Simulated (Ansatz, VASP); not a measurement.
## AgB2: VASP beside Ansatz

```
CELL_PARAMETERS angstrom
3.03948 0.00000 0.00000
-1.51974 2.63227 0.00000
0.00000 0.00000 3.28264
ATOMIC_POSITIONS crystal
Ag 0.00000 0.00000 0.00000
B 0.33333 0.66667 0.50000
B 0.66667 0.33333 0.50000
```

Change from the starting cell: volume scaled by 1.04.

Alike in both runs: task single point; functional PBEsol; k mesh 16 × 16 × 13; occupations fermi-dirac, width 0.05 eV; no spin polarisation.

```csv
,VASP,Ansatz
version,VASP 6.6.1,Ansatz 0.2.0
potentials or method,"VASP PAW PBE potentials, release 64 (Ag, B), cutoff 520 eV","all-electron LAPW, scalar-relativistic"
```

|  | VASP | Ansatz | Ansatz less VASP |
| --- | --- | --- | --- |
| pressure (GPa) | 33.5 | 33.4 | -0.08 |
| traceless stress, the component that is largest in VASP (GPa) | 20.78 | 20.91 | +0.135 |

VASP's potentials were made for PBE, not for PBEsol. Both programs put the cell under a high pressure, so it lies far from rest at this level. Ansatz ran all-electron here, and VASP with PAW potentials.
